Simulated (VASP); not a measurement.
# Br2 in VASP: notebook, part 2 of 2

VASP 6.6.1. Earlier steps stand in the parts before.

### 4 Relaxation of the atoms, PBEsol

Contents of INCAR:

```
PREC = Accurate
ENCUT = 520
EDIFF = 1E-7
ISMEAR = -1
SIGMA = 0.01
LREAL = False
LASPH = True
NELM = 80
ALGO = Normal
ISIF = 2
LWAVE = False
LCHARG = False
GGA = PS
IBRION = 2
NSW = 80
EDIFFG = -0.01
```

Contents of KPOINTS:

```
regular mesh
0
Gamma
  1 1 1
```

Contents of POSCAR:

```
Br
1.0
   12.0000000000      0.0000000000      0.0000000000
    0.0000000000     12.3000000000      0.0000000000
    0.0000000000      0.0000000000     12.6000000000
Br
2
Direct
    0.5000000000      0.5000000000      0.4087301587
    0.5000000000      0.5000000000      0.5912698413
```

Potentials or basis: VASP PAW PBE potentials, release 64 (Br).

Started as:

```bash
cat potpaw_PBE.64/Br/POTCAR > POTCAR
mpirun -np 1 vasp_gam > vasp.out
```

OUTCAR:

```text
PREC = Accurate
   ENCUT = 520
   EDIFF = 1E-7
   ISMEAR = -1
   LREAL = False
   LASPH = True
   NELM = 80
   ISIF = 2
   GGA = PS
   IBRION = 2
   NSW = 80
   EDIFFG = -0.01

 ion  position               nearest neighbor table
   1  0.500  0.500  0.409-   2 2.30
   2  0.500  0.500  0.591-   1 2.30

  LATTYP: Found a simple orthorhombic cell.
 ALAT       =    12.0000000000
 B/A-ratio  =     1.0250000000
 C/A-ratio  =     1.0500000000

  Lattice vectors:

 A1 = (  12.0000000000,   0.0000000000,   0.0000000000)
 A2 = (   0.0000000000,  12.3000000000,   0.0000000000)
 A3 = (   0.0000000000,   0.0000000000,  12.6000000000)

Analysis of symmetry for initial positions (statically):
=====================================================================
 Subroutine PRICEL returns:
 Original cell was already a primitive cell.

 Routine SETGRP: Setting up the symmetry group for a
 simple orthorhombic supercell.

 Subroutine GETGRP returns: Found  8 space group operations
 (whereof  8 operations were pure point group operations)
 out of a pool of  8 trial point group operations.

The static configuration has the point symmetry D_2h.

Analysis of symmetry for dynamics (positions and initial velocities):
=====================================================================
 Subroutine PRICEL returns:
 Original cell was already a primitive cell.

 Routine SETGRP: Setting up the symmetry group for a
 simple orthorhombic supercell.

 Subroutine GETGRP returns: Found  8 space group operations
 (whereof  8 operations were pure point group operations)
 out of a pool of  8 trial point group operations.

The dynamic configuration has the point symmetry D_2h.

 Subroutine INISYM returns: Found  8 space group operations
 (whereof  8 operations are pure point group operations),
 and found     1 'primitive' translations
[... 78 lines left out ...]
   ISYM   =      2    0-nonsym 1-usesym 2-fastsym
   POTIM  = 0.5000    time-step for ionic-motion
   TEBEG  =    0.0;   TEEND  =   0.0 temperature during run
   PSTRESS=    0.0 pullay stress
   NELECT =      14.0000    total number of electrons
   NUPDOWN=      -1.0000    fix difference up-down
   EMIN   =  10.00;   EMAX   =-10.00  energy-range for DOS
   EFERMI =   0.00;   METHOD = LEGACY
   ISMEAR =    -1;   SIGMA  =   0.01  broadening in eV -4-tet -1-fermi 0-gaus
   EFERMI_NEDOS =   21; number of points for ismear=-14 and -15
   IALGO  =     38    algorithm
   IMIX   =      4    mixing-type and parameters
     AMIX     =   0.40;   BMIX     =  1.00
     AMIX_MAG =   1.60;   BMIX_MAG =  1.00
  volume/ion in A,a.u.               =     929.88      6275.14
  Fermi-wavevector in a.u.,A,eV,Ry     =   0.320847  0.606314  1.400625  0.102943
  Thomas-Fermi vector in A             =   1.207823
   LORBIT       =      0    0 simple, 1 ext, 2 COOP (PROOUT), +10 PAW based schemes
   GGA     = PS    functional components
   LHFCALC =     F    Hartree Fock is set to
   AEXX    =    0.0000 exact exchange contribution
   IVDW    =     0    specifies the selected vdW correction
   LEPSILON=     F    determine dielectric tensor
   LRPA    =     F    only Hartree local field effects (RPA)
 conjugate gradient relaxation of ions
 non-spin polarized calculation
  energy-cutoff  :      520.00
  volume of cell :     1859.76
 maximum number of plane-waves:     25042
 NGX is ok and might be reduce to    90
   NGX = 45   NGY = 45   NGZ = 47

--------------------------------------- Ionic step        1  -------------------------------------------

 number of electron      13.9999998 magnetization

 Free energy of the ion-electron system (eV)
  ---------------------------------------------------
  ext. energy  EPLUGINS =         0.00000000
  ---------------------------------------------------
  free energy    TOTEN  =        -3.24916243 eV

  energy without entropy =       -3.24916243  energy(sigma->0) =       -3.24916243

------------------------ aborting loop because EDIFF is reached ----------------------------------------

  FORCE on cell =-STRESS in cart. coord.  units (eV):
  Direction    XX          YY          ZZ          XY          YZ          ZX
  --------------------------------------------------------------------------------------
  -------------------------------------------------------------------------------------
  Total       -0.0030085     -0.0024306     -0.4816452      0.0000000      0.0000000      0.0000000
  in kB       -0.0025918     -0.0020940     -0.4149358      0.0000000      0.0000000      0.0000000
  external PRESSURE =      -0.1398739 kB  Pullay stress =       0.0000000 kB
[... 59 lines left out ...]
--------------------------------------- Ionic step        3  -------------------------------------------

 number of electron      13.9999998 magnetization

 Free energy of the ion-electron system (eV)
  ---------------------------------------------------
  ext. energy  EPLUGINS =         0.00000000
  ---------------------------------------------------
  free energy    TOTEN  =        -3.25062757 eV

  energy without entropy =       -3.25062757  energy(sigma->0) =       -3.25062757

 E-fermi :  -6.2724     XC(G=0):  -0.6003

 val. band max:       -6.5856130919   @ k =   0.0000   0.0000   0.0000
 cond. band min:      -4.3187915735   @ k =   0.0000   0.0000   0.0000
 fundamental gap:      2.2668215183
 Fermi energy:        -6.2724136436

 k-point     1 :       0.0000    0.0000    0.0000
  band No.  band energies     occupation
      1     -21.8635      2.00000
      2     -18.9358      2.00000
      3     -10.6867      2.00000
      4      -8.6672      2.00000
      5      -8.6672      2.00000
      6      -6.5856      2.00000
      7      -6.5856      2.00000
      8      -4.3188      0.00000
      9      -0.3533      0.00000
     10       0.6313      0.00000
     11       0.7067      0.00000
[... 27 lines left out ...]
  FREE ENERGIE OF THE ION-ELECTRON SYSTEM (eV)
  ---------------------------------------------------
  free  energy   TOTEN  =        -3.2506275685 eV

  energy  without entropy=       -3.2506275685  energy(sigma->0) =       -3.25062757

 reached required accuracy - stopping structural energy minimisation
```

CONTCAR:

```text
Br
   1.00000000000000
    12.0000000000000000    0.0000000000000000    0.0000000000000000
     0.0000000000000000   12.3000000000000007    0.0000000000000000
     0.0000000000000000    0.0000000000000000   12.5999999999999996
  Br
     2
Direct
     0.5000000000000000    0.5000000000000000    0.4092810510978444
     0.5000000000000000    0.5000000000000000    0.5907189489021556

  0.00000000E+00  0.00000000E+00  0.00000000E+00
  0.00000000E+00  0.00000000E+00  0.00000000E+00
```

Run time: 8.4 min. Hardware: 1 thread of Intel Xeon 8259CL, shared host; peak memory 1.4 GiB.

What came out:

| Quantity | Value |
| --- | --- |
| Free energy | -3.2506 eV |
| Energy gained by relaxing | 0.7 meV/atom |
| Ionic steps | 3 |
| Gap between the frontier levels | 2.27 eV |

Step by step:
| step | energy change (eV) | largest force (eV/Å) | pressure (GPa) |
| --- | --- | --- | --- |
| 1 | 0.0000 | 0.2088 | -0.01 |
| 2 | -0.0012 | 0.0991 | 0.01 |
| 3 | -0.0015 | 0.0004 | 0.00 |

Final structure:
```cif
data_structure
_symmetry_space_group_name_H-M 'P 1'
_symmetry_Int_Tables_number 1
_cell_length_a 12.0000
_cell_length_b 12.3000
_cell_length_c 12.6000
_cell_angle_alpha 90.000
_cell_angle_beta 90.000
_cell_angle_gamma 90.000
_cell_volume 1859.76
loop_
_atom_site_label
_atom_site_type_symbol
_atom_site_fract_x
_atom_site_fract_y
_atom_site_fract_z
_atom_site_occupancy
Br1 Br 0.50000 0.50000 0.40928 1
Br2 Br 0.50000 0.50000 0.59072 1
```

Caveat: the PAW data sets were made with another functional, which shifts forces and pressure a little.
